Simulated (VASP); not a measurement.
Wanted: the native input for a VASP 6.6.1 run.

```yaml
Task: single point
Functional: PBE
Potentials_or_basis: VASP PAW PBE potentials, release 64 (Al, Ga_d, As)
Cutoff: 520 eV
k_mesh: 6 × 6 × 6
Occupations: gaussian, width 0.1 eV
Spin: no spin polarisation
Dipole_correction: no
Further_INCAR_settings: ALGO = Fast; EDIFF = 1e-06; NBANDS = 35
```

The structure of AlGa3As2 lies in POSCAR:

```
AlGa3As2
1.0
    1.9493017226      1.1254298743      9.1461840366
   -1.9493017226      1.1254298743      9.1461840366
    0.0000000000     -2.2508597486      9.1461840366
Al Ga As
1 3 2
Direct
    0.5000000000      0.5000000000      0.5000000000
    0.0000000000      0.0000000000      0.0000000000
    0.3932787344      0.3932787344      0.3932787344
    0.6067212656      0.6067212656      0.6067212656
    0.7810916377      0.7810916377      0.7810916377
    0.2189083623      0.2189083623      0.2189083623
```

The input as run:

INCAR

```
ALGO = Fast ; EDIFF = 1E-6
ENCUT = 520 ; GGA = PE
ISIF = 2 ; ISMEAR = 0
LASPH = T ; LCHARG = F
LREAL = F ; LWAVE = F
NBANDS = 35 ; NELM = 60
PREC = Accurate ; SIGMA = 0.1
```

KPOINTS

```
k-points
0
Gamma
  6 6 6
```

Potentials or basis: VASP PAW PBE potentials, release 64 (Al, Ga_d, As).

The run is started by

```sh
$ cat potpaw_PBE.64/Al/POTCAR potpaw_PBE.64/Ga_d/POTCAR potpaw_PBE.64/As/POTCAR > POTCAR
$ mpirun -np 1 vasp_std > vasp.out
```

Results of the run:

The pressure is 0.1 GPa and the largest force is 0.014 eV/Å. The band gap on the k mesh is zero (band 26 reaches 6.47 eV, above the bottom of band 27 at 4.29 eV).

Run time: 22 min on 1 thread of Intel(R) Xeon(R) Platinum 8488C (Sapphire Rapids), with other jobs on the host, peak memory 0.76 GiB.
